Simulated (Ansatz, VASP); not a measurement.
One calculation of TlInGaAs3, two programs

INCAR

```
PREC = Accurate
ENCUT = 500
EDIFF = 1E-7
ISMEAR = 0
SIGMA = 0.1
LREAL = F
LASPH = T
NELM = 120
ALGO = Normal
ISIF = 3
LWAVE = F
LCHARG = F
GGA = PS
IBRION = 2
NSW = 80
EDIFFG = -0.015
GGA_COMPAT = F
NELMIN = 4
KPAR = 4
```

Contents of KPOINTS:

```
Automatic mesh
0
Gamma
  6 6 6
```

POSCAR

```
TlInGaAs3
1.0
   -4.2221249045     -4.2221249045      0.0000000000
   -4.2221249045      4.2221249045      0.0000000000
    2.1110624522      2.1110624522     -9.0546243485
Tl In Ga As
2 2 2 6
Direct
    0.1621643943      0.5000000000      0.3243287886
    0.3378356057      0.0000000000      0.6756712114
    0.6621643943      0.0000000000      0.3243287886
    0.8378356057      0.5000000000      0.6756712114
    0.5000000000      0.5000000000      0.0000000000
    1.0000000000      0.0000000000      0.0000000000
    1.0000000000      0.2500000000      0.5000000000
    0.5000000000      0.7500000000      0.5000000000
    0.1764110040      0.7500000000      0.8528220081
    0.6764110040      0.2500000000      0.8528220081
    0.8235889960      0.7500000000      0.1471779919
    0.3235889960      0.2500000000      0.1471779919
```

Input for Ansatz:

```yaml
crystal:
  lattice:
    - [-4.2221249045, -4.2221249045, 0.0]
    - [-4.2221249045, 4.2221249045, 0.0]
    - [2.1110624522, 2.1110624522, -9.0546243485]
  atoms:
    - { symbol: Tl, position: [0.1621643943, 0.5, 0.3243287886] }
    - { symbol: In, position: [0.6621643943, 0.0, 0.3243287886] }
    - { symbol: In, position: [0.8378356057, 0.5, 0.6756712114] }
    - { symbol: Tl, position: [0.3378356057, 0.0, 0.6756712114] }
    - { symbol: Ga, position: [0.5, 0.5, 0.0] }
    - { symbol: Ga, position: [1.0, 0.0, 0.0] }
    - { symbol: As, position: [1.0, 0.25, 0.5] }
    - { symbol: As, position: [0.5, 0.75, 0.5] }
    - { symbol: As, position: [0.176411004, 0.75, 0.8528220081] }
    - { symbol: As, position: [0.676411004, 0.25, 0.8528220081] }
    - { symbol: As, position: [0.823588996, 0.75, 0.1471779919] }
    - { symbol: As, position: [0.323588996, 0.25, 0.1471779919] }
basis:
  ecutwfc: 420
kpoints:
  mp_grid: { grid: [6, 6, 6] }
hamiltonian:
  xc: pbesol
scf:
  occupations: { method: gaussian, width: 0.1 }
output:
  forces: true
  stress: true
  eigenvalues: true
relax:
  adjacent_minimum: "off"
  f_tol: 0.015
  max_steps: 60
  cell: { stress_tol: 0.15 }
```

Alike in both runs: task relaxation of cell and atoms; functional PBEsol; k mesh 6 × 6 × 6; occupations gaussian, width 0.1 eV; no spin polarisation.

|  | VASP | Ansatz |
| --- | --- | --- |
| version | VASP 6.6.1 | Ansatz 0.2.0 |
| potentials or method | VASP PAW PBE potentials, release 64 (Tl_d, In_d, Ga_d, As), cutoff 500 eV | scalar-relativistic, plane waves, PAW |
| valence electrons in the cell | 108 | 168 |

```csv
,VASP,Ansatz,Ansatz less VASP
relaxed volume (Å³/atom),26.93,26.89,-0.036
```

VASP's potentials were made for PBE, not for PBEsol. VASP's potentials hold 108 valence electrons a cell and Ansatz's 168, so a difference there can come from the potentials and not from the codes.

Spin-orbit coupling is off throughout.
